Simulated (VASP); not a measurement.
Here is a VASP 6.6.1 calculation.

File INCAR:

```
PREC = Accurate
ENCUT = 520
EDIFF = 1E-6
ISMEAR = 0
SIGMA = 0.1
LREAL = F
LASPH = T
NELM = 80
ALGO = Fast
ISIF = 2
LWAVE = F
LCHARG = F
LDIPOL = T
IDIPOL = 3
DIPOL = 0.5 0.5 0.364
GGA = PE
NBANDS = 34
```

The input KPOINTS:

```
Automatic mesh
0
Gamma
  8 8 1
```

POSCAR

```
Si4Mo2S
1.0
    3.2169717406      0.0000000000      0.0000000000
    0.0000000000      3.2169717406      0.0000000000
    0.0000000000      0.0000000000     21.8787970309
Si Mo S
4 2 1
Direct
    0.0000000000      0.0000000000      0.1828254083
    0.0000000000      0.0000000000      0.3015081460
    0.5000000000      0.5000000000      0.3593659940
    0.5000000000      0.5000000000      0.4743769512
    0.5000000000      0.5000000000      0.2421667771
    0.0000000000      0.0000000000      0.4192862009
    0.5000000000      0.5000000000      0.5696346601
```

Potentials or basis: VASP PAW PBE potentials, release 64 (Si, Mo_sv, S).

Run with:

```console
$ cat potpaw_PBE.64/Si/POTCAR potpaw_PBE.64/Mo_sv/POTCAR potpaw_PBE.64/S/POTCAR > POTCAR
$ mpirun -np 1 vasp_std > vasp.out
```

(1) What does it give for the band gap on the k mesh?

(2) What does it give for the largest force?

Answers

(1) zero (bands 25 and 26 overlap by 0.62 eV).

(2) 1.142 eV/Å.
